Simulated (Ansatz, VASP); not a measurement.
# HfN: VASP beside Ansatz

```xyz
2
Lattice="3.1064 0.0170 0.0298 -1.5385 2.7249 -0.0142 0.0280 0.0007 2.9055" Properties=species:S:1:pos:R:3 pbc="T T T"
Hf   -0.0393   -0.0468    0.0614
N     1.6114    0.9668    1.4065
```

Change from the starting cell: all atoms moved at random (sigma 0.1 Å), cell strained at random (1 %).

Alike in both runs: task single point; functional PBE; k mesh 14 × 14 × 12; occupations gaussian, width 0.05 eV; no spin polarisation.

```csv
,VASP,Ansatz
version,VASP 6.6.1,Ansatz 0.2.0
potentials or method,"VASP PAW PBE potentials, release 64 (Hf_pv, N), cutoff 600 eV","scalar-relativistic, plane waves, PAW"
valence electrons in the cell,15,31
```

```csv
,VASP,Ansatz,Ansatz less VASP
gap on the k mesh at the Fermi level (eV),none,none,-
pressure (GPa),-2.4,-0.4,+1.97
"traceless stress, the component that is largest in VASP (GPa)",3.76,4.05,+0.286
rms of the force components (eV/Å),0.831,0.841,+0.0105
```

Atom by atom the forces differ by 0.011 eV/Å (rms over components). A gap of «none» marks a metal or a gap that the smearing closes. With one functional, cell and mesh, what is left measures potentials, basis and numerics. VASP's potentials hold 15 valence electrons a cell and Ansatz's 31, so a difference there can come from the potentials and not from the codes.

Spin-orbit coupling is off throughout.
